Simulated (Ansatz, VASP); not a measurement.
Two plane-wave programs on Te2Mo

Contents of INCAR:

```
ALGO = Normal
EDIFF = 1E-6
ENCUT = 520
GGA = PE
ISIF = 2
ISMEAR = 0
LASPH = T
LCHARG = F
LREAL = F
LWAVE = F
NBANDS = 35
NELM = 100
PREC = Accurate
SIGMA = 0.05
```

The input KPOINTS:

```
k-points
0
Gamma
  12 12 2
```

Contents of POSCAR:

```
Te2Mo
1.0
    3.5570664331      0.0000000000      0.0000000000
   -1.7785332165      3.0805098940      0.0000000000
    0.0000000000      0.0000000000     15.2047186580
Te Mo
4 2
Direct
    0.3333333333      0.6666666667      0.6409597137
    0.6666666667      0.3333333333      0.1310943552
    0.3333333333      0.6666666667      0.8689056448
    0.6666666667      0.3333333333      0.3689056448
    0.3333333333      0.6666666667      0.2500000000
    0.6666666667      0.3333333333      0.7500000000
```

Input for Ansatz:

```yaml
crystal:
  lattice:
    - [3.5570664331, 0.0, 0.0]
    - [-1.7785332165, 3.080509894, 0.0]
    - [0.0, 0.0, 15.204718658]
  atoms:
    - { symbol: Te, position: [0.3333333333, 0.6666666667, 0.6409597137] }
    - { symbol: Te, position: [0.6666666667, 0.3333333333, 0.1310943552] }
    - { symbol: Te, position: [0.3333333333, 0.6666666667, 0.8689056448] }
    - { symbol: Te, position: [0.6666666667, 0.3333333333, 0.3689056448] }
    - { symbol: Mo, position: [0.3333333333, 0.6666666667, 0.25] }
    - { symbol: Mo, position: [0.6666666667, 0.3333333333, 0.75] }
basis:
  ecutwfc: 420
kpoints:
  mp_grid: { grid: [12, 12, 2] }
hamiltonian:
  xc: pbe
scf:
  occupations: { method: gaussian, width: 0.05 }
output:
  forces: true
  stress: true
  eigenvalues: true
```

Alike in both runs: task single point; functional PBE; k mesh 12 × 12 × 2; occupations gaussian, width 0.05 eV; no spin polarisation.

```csv
,VASP,Ansatz
version,VASP 6.6.1,Ansatz 0.2.0
potentials or method,"VASP PAW PBE potentials, release 64 (Te, Mo_sv), cutoff 520 eV","scalar-relativistic, plane waves, PAW"
valence electrons in the cell,52,92
```

```csv
,VASP,Ansatz,Ansatz less VASP
gap on the k mesh at the Fermi level (eV),0.79,0.80,+0.007
least direct gap on the mesh (eV),0.79,0.80,+0.007
pressure (GPa),2.3,2.3,-0.02
"traceless stress, the component that is largest in VASP (GPa)",1.57,1.50,-0.066
rms of the force components (eV/Å),0.667,0.662,-0.0051
```

Atom by atom the forces differ by 0.008 eV/Å (rms over components). VASP's potentials hold 52 valence electrons a cell and Ansatz's 92, so a difference there can come from the potentials and not from the codes.

Spin-orbit coupling is off throughout.
